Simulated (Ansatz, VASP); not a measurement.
La: VASP beside Ansatz

The input INCAR:

```
SYSTEM = La
PREC     = Accurate       ! precision mode
ENCUT    = 520            ! plane-wave cutoff, eV
EDIFF    = 1E-8           ! SCF threshold, eV
ISMEAR   = -1             ! smearing method
SIGMA    = 0.05           ! smearing width, eV
LREAL    = .FALSE.        ! projectors in reciprocal space
LASPH    = .TRUE.         ! aspherical terms in the spheres
NELM     = 60             ! most SCF steps
ALGO     = Normal         ! electronic algorithm
ISIF     = 2              ! what is computed and relaxed
LWAVE    = .FALSE.        ! write WAVECAR
LCHARG   = .FALSE.        ! write CHGCAR
GGA      = PE             ! functional
LEFG     = .TRUE.       
NBANDS   = 12             ! bands
```

Contents of KPOINTS:

```
regular mesh
0
G
  11 11 11
  0 0 0
```

The input POSCAR:

```
La
1.0
    0.0000000000      2.6302276524      2.6302276524
    2.6302276524      0.0000000000      2.6302276524
    2.6302276524      2.6302276524      0.0000000000
La
1
Direct
    0.0000000000      0.0000000000      0.0000000000
```

Input for Ansatz:

```yaml
crystal:
  lattice:
    - [0.0, 2.6302276524, 2.6302276524]
    - [2.6302276524, 0.0, 2.6302276524]
    - [2.6302276524, 2.6302276524, 0.0]
  atoms:
    - { symbol: La, position: [0.0, 0.0, 0.0] }
kpoints:
  mp_grid: { grid: [11, 11, 11] }
scf:
  occupations: { method: fermi_dirac, width: 0.05 }
hamiltonian:
  xc: pbe
  pseudopotentials: { kind: paw }
output:
  forces: true
  stress: true
  eigenvalues: true
  efg: { contact_densities: true }
```

Change from the starting cell: volume scaled by 0.98, PAW files.

Alike in both runs: task electric field gradients; functional PBE; k mesh 11 × 11 × 11; occupations fermi-dirac, width 0.05 eV; no spin polarisation.

```csv
,VASP,Ansatz
version,VASP 6.6.1,Ansatz 0.2.0
potentials or method,"VASP PAW PBE potentials, release 64 (La)","PAW with Ansatz's default frozen-core files, scalar-relativistic"
plane-wave cutoff (eV),520,420
valence electrons in the cell,11,11
```

VASP gave:

| Quantity | Value |
| --- | --- |
| pressure (GPa) | 0.5 |

Q: Estimate Ansatz's values.

A: Pressure (GPa): 0.4.

With one functional, cell and mesh, what is left measures potentials, basis and numerics.

Spin-orbit coupling is off throughout.
